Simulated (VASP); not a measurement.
Write the native input for VASP 6.6.1 that does the following.

```
Task                   : single point
Functional             : LDA
Potentials or basis    : VASP PAW LDA potentials, release 64 (Pb_d)
Cutoff                 : 520 eV
k mesh                 : 7 × 7 × 2
Occupations            : methfessel-paxton, width 0.01 eV
Spin                   : no spin polarisation
Dipole correction      : no
Further INCAR settings : ALGO = Normal; EDIFF = 1e-07; NBANDS = 36
```

The structure of Pb lies in POSCAR:

```
Pb
1.0
    3.5243661423      0.0000000000      0.0000000000
   -1.7621830712      3.0521906115      0.0000000000
    0.0000000000      0.0000000000     11.4952418100
Pb
4
Direct
    0.6666666667      0.3333333333      0.7500000000
    0.0000000000      0.0000000000      0.5000000000
    0.3333333333      0.6666666667      0.2500000000
    0.0000000000      0.0000000000      0.0000000000
```

This isn't the form of Pb at room conditions, which is fcc.

These files were run (other wordings do the same):

INCAR

```
ALGO = Normal
EDIFF = 1E-7
ENCUT = 520
GGA = CA
ISIF = 2
ISMEAR = 1
LASPH = T
LCHARG = T
LELF = T
LREAL = F
LVHAR = T
LWAVE = F
NBANDS = 36
NELM = 80
PREC = Accurate
SIGMA = 0.01
```

KPOINTS

```
k-points
0
Gamma
  7 7 2
```

Potentials or basis: VASP PAW LDA potentials, release 64 (Pb_d).

Run with:

```bash
$ cat potpaw_LDA.64/Pb_d/POTCAR > POTCAR
$ mpirun -np 1 vasp_std > vasp.out
```

Results of the run:

The pressure is -2.7 GPa and the band gap on the k mesh is zero (bands 28 and 29 overlap by 6.59 eV).

Caveat: spin-orbit coupling is left out, which moves the levels of the heavy elements.

Wall time 83 s on 1 thread of Intel Xeon 8259CL (shared host), peak memory 0.23 GiB.
